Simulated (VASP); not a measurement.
Write the native input for VASP 6.6.1 that does the following.

| Property | Result |
| --- | --- |
| Task | single point |
| Functional | r2SCAN |
| Potentials or basis | VASP PAW PBE potentials, release 64 (C) |
| Cutoff | 520 eV |
| k mesh | 12 × 12 × 4 |
| Occupations | gaussian, width 0.1 eV |
| Spin | no spin polarisation |
| Dipole correction | no |
| Further INCAR settings | ALGO = Normal; EDIFF = 1e-06; NBANDS = 16 |

The system is C.

```
C
1.0
     1.22805   -2.12706    0.00000
     1.22805    2.12706    0.00000
     0.00000    0.00000    7.17327
C
4
Cartesian
  1.2280 1.7724 5.4025
  1.2280 -0.3547 1.7708
  1.2280 -1.7724 1.7708
  1.2280 0.3547 5.4025
```

One way to write it, as run:

POSCAR

```
C
1.0
    1.2280479700     -2.1270618200      0.0000000000
    1.2280479700      2.1270618200      0.0000000000
    0.0000000000      0.0000000000      7.1732677600
C
4
Direct
    0.0833794600      0.9166205400      0.7531376000
    0.5833794600      0.4166205400      0.2468624000
    0.9166205400      0.0833794600      0.2468624000
    0.4166205400      0.5833794600      0.7531376000
```

INCAR.step1

```
PREC = Accurate
ENCUT = 520
ISMEAR = 0
SIGMA = 0.1
LREAL = False
LASPH = True
NELM = 80
NBANDS = 16
GGA = PE
ALGO = Normal
EDIFF = 1E-4
LWAVE = True
LCHARG = False
```

INCAR.step2

```
PREC = Accurate
ENCUT = 520
EDIFF = 1E-6
ISMEAR = 0
SIGMA = 0.1
LREAL = False
LASPH = True
NELM = 80
ALGO = Normal
ISIF = 2
LWAVE = False
LCHARG = True
METAGGA = R2SCAN
LMIXTAU = True
LELF = True
LVHAR = True
NBANDS = 16
ISTART = 1
```

KPOINTS

```
Automatic mesh
0
Gamma
  12 12 4
```

Potentials or basis: VASP PAW PBE potentials, release 64 (C).

Launch:

```sh
$ cat potpaw_PBE.64/C/POTCAR > POTCAR
$ cp INCAR.step1 INCAR
$ mpirun -np 1 vasp_std > vasp.out
$ cp INCAR.step2 INCAR
$ mpirun -np 1 vasp_std > vasp.out
```

It gave:

The pressure is 0.5 GPa and the largest force is 0.022 eV/Å.

Caveat: the PAW data sets were made with another functional, which shifts forces and pressure a little.

Wall time 5 min on 1 thread of Intel Xeon 8259CL (shared host), peak memory 0.18 GiB.
